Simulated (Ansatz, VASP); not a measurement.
GaIr: VASP beside Ansatz

```
CELL_PARAMETERS angstrom
3.00400 0.00000 0.00000
0.00000 3.00400 0.00000
0.00000 0.00000 2.94392
ATOMIC_POSITIONS crystal
Ga 0.00000 0.00000 0.00000
Ir 0.50000 0.50000 0.50000
```

Change from the starting cell: zz strain of -2 %.

Alike in both runs: task single point; functional PBEsol; k mesh 12 × 12 × 12; occupations fermi-dirac, width 0.05 eV; no spin polarisation.

|  | VASP | Ansatz |
| --- | --- | --- |
| version | VASP 6.6.1 | Ansatz 0.2.0 |
| potentials or method | VASP PAW PBE potentials, release 64 (Ga_d, Ir), cutoff 520 eV | all-electron LAPW, scalar-relativistic |

Ansatz gave:

* pressure (GPa): 9.6
* traceless stress, the component that is largest in VASP (GPa): 2.18

Task: Estimate VASP's values.

Result: Pressure (GPa): 10.3; traceless stress, the component that is largest in VASP (GPa): 2.16.

VASP's potentials were made for PBE, not for PBEsol. Ansatz ran all-electron here, and VASP with PAW potentials.

Neither program's run includes spin-orbit coupling.
